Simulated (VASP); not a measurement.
Input of a VASP 6.6.1 run:

Contents of INCAR:

```
PREC = Accurate ; ENCUT = 520
EDIFF = 1E-7 ; ISMEAR = 0
SIGMA = 0.15 ; LREAL = False
LASPH = True ; NELM = 80
ALGO = Fast ; ISIF = 2
LWAVE = False ; LCHARG = False
GGA = PE ; NBANDS = 11
```

Contents of KPOINTS:

```
regular mesh
0
Gamma
  24 24 24
```

Contents of POSCAR:

```
Ni
1.0
    0.0000000000      1.6857517331      1.6857517331
    1.6857517331      0.0000000000      1.6857517331
    1.6857517331      1.6857517331      0.0000000000
Ni
1
Direct
    0.0000000000      0.0000000000      0.0000000000
```

Potentials or basis: VASP PAW PBE potentials, release 64 (Ni).

Command:

```sh
$ cat potpaw_PBE.64/Ni/POTCAR > POTCAR
$ mpirun -np 1 vasp_std > vasp.out
```

**Question.** Estimate the band gap on the k mesh.

**Answer.** Zero (band 5 reaches 11.35 eV, above the bottom of band 6 at 10.18 eV).

**Question.** Estimate the pressure.

**Answer.** 33.1 GPa.

Caveat: the run has no spin polarisation, though such a crystal can be magnetic. Spin polarisation is off, so any magnetic state and its effect on volume and gap are missing.
